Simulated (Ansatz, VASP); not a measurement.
## Two plane-wave programs on Te2Mo

```xyz
6
Lattice="4.5390 2.6206 2.6620 -4.5390 2.6206 2.6620 0.0000 -5.2412 2.6620" Properties=species:S:1:pos:R:3 pbc="T T T"
Te    0.0000   -2.6206    1.3310
Te    2.2695    1.3103    1.3310
Te   -2.2695    1.3103    1.3310
Te    0.0000    0.0000    3.9931
Mo    0.0000    0.0000    6.8449
Mo    0.0000    0.0000    1.1412
```

Alike in both runs: functional PBE; k mesh 3 × 3 × 3; occupations gaussian, width 0.1 eV; no spin polarisation.

Ansatz relaxed the structure, and its values are those at the end. VASP's run is a single point on that final structure, the one shown.

|  | VASP | Ansatz |
| --- | --- | --- |
| version | VASP 6.6.1 | Ansatz 0.2.0 |
| potentials or method | VASP PAW PBE potentials, release 64 (Te, Mo_sv), cutoff 520 eV | scalar-relativistic, plane waves, PAW |
| valence electrons in the cell | 52 | 92 |

|  | VASP | Ansatz | Ansatz less VASP |
| --- | --- | --- | --- |
| gap on the k mesh at the Fermi level (eV) | none | none | - |
| pressure (GPa) | 0.1 | 0.0 | -0.03 |
| rms of the force components (eV/Å) | 0.042 | 0.002 | -0.0391 |

A gap of «none» marks a metal or a gap that the smearing closes. VASP's potentials hold 52 valence electrons a cell and Ansatz's 92, so a difference there can come from the potentials and not from the codes.

The k mesh is coarse, so the values compare programs but aren't converged. Neither program's run includes spin-orbit coupling.
